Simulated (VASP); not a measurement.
Input of a VASP 6.6.1 run:

Contents of INCAR:

```
PREC = Accurate ; ENCUT = 500
EDIFF = 1E-6 ; ISMEAR = -1
SIGMA = 0.1 ; LREAL = False
LASPH = True ; NELM = 120
ALGO = Normal ; ISIF = 2
LWAVE = False ; LCHARG = False
GGA = PE ; NBANDS = 12
GGA_COMPAT = False
```

The input KPOINTS:

```
regular mesh
0
Gamma
  9 9 9
```

Contents of POSCAR:

```
In
1.0
   -1.8991119780      1.8991119780      1.8991119780
    1.8991119780     -1.8991119780      1.8991119780
    1.8991119780      1.8991119780     -1.8991119780
In
1
Direct
    0.0000000000      0.0000000000      0.0000000000
```

Potentials or basis: VASP PAW PBE potentials, release 64 (In_d).

Command:

```sh
$ cat potpaw_PBE.64/In_d/POTCAR > POTCAR
$ mpirun -np 1 vasp_std > vasp.out
```

(1) Estimate the pressure.

Answers

(1) 0.7 GPa.
